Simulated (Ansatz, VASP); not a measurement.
# BaS in VASP and in Ansatz

```
CELL_PARAMETERS angstrom
0.00000 3.13581 3.13581
3.13581 0.00000 3.13581
3.13581 3.13581 0.00000
ATOMIC_POSITIONS crystal
Ba 0.00000 0.00000 0.00000
S 0.50000 0.50000 0.50000
```

Alike in both runs: functional LDA; k mesh 6 × 6 × 6; no spin polarisation.

Ansatz relaxed the structure, and its values are those at the end. VASP's run is a single point on that final structure, the one shown.

```csv
,VASP,Ansatz
version,VASP 6.6.1,Ansatz 0.2.0
potentials or method,"VASP PAW LDA potentials, release 64 (Ba_sv, S)","plane waves, PAW"
plane-wave cutoff (eV),500,420
occupations,"gaussian, width 0.01 eV",fixed
valence electrons in the cell,16,16
```

|  | VASP | Ansatz | Ansatz less VASP |
| --- | --- | --- | --- |
| pressure (GPa) | 0.8 | 0.0 | -0.78 |

LDA's correlation is that of Perdew and Zunger in VASP and of Perdew and Wang (1992) in Ansatz.

Spin-orbit coupling is off throughout.
